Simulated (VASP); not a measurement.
Wanted: the native input for a VASP 6.6.1 run.

* Task: single point
* Functional: PBE
* Potentials or basis: VASP PAW PBE potentials, release 64 (O, Li_sv)
* Cutoff: 750 eV
* k mesh: 12 × 12 × 12
* Occupations: fermi-dirac, width 0.03 eV
* Spin: no spin polarisation
* Dipole correction: no
* Further INCAR settings: ALGO = Normal; EDIFF = 1e-06; NBANDS = 13

The structure of Li2O (fluorite type) lies in POSCAR:

```
Li2O
1.0
    0.0000000000      2.3131534668      2.3131534668
    2.3131534668      0.0000000000      2.3131534668
    2.3131534668      2.3131534668      0.0000000000
O Li
1 2
Direct
    0.0000000000      0.0000000000      0.0000000000
    0.2500000000      0.2500000000      0.2500000000
    0.7500000000      0.7500000000      0.7500000000
```

The input as run:

INCAR

```
PREC = Accurate
ENCUT = 750
EDIFF = 1E-6
ISMEAR = -1
SIGMA = 0.03
LREAL = F
LASPH = T
NELM = 120
ALGO = Normal
ISIF = 2
LWAVE = F
LCHARG = F
GGA = PE
NBANDS = 13
GGA_COMPAT = F
```

KPOINTS

```
regular mesh
0
Gamma
  12 12 12
```

Potentials or basis: VASP PAW PBE potentials, release 64 (O, Li_sv).

Launch:

```sh
$ cat potpaw_PBE.64/O/POTCAR potpaw_PBE.64/Li_sv/POTCAR > POTCAR
$ mpirun -np 1 vasp_std > vasp.out
```

It gave:

| Property | Result |
| --- | --- |
| Pressure | -0.3 GPa |
| Band gap on the k mesh | 4.97 eV, indirect (least direct gap 5.23 eV) |

It took 33 s on 1 thread of Intel(R) Xeon(R) Platinum 8488C (Sapphire Rapids), with other jobs on the host, peak memory 0.17 GiB.
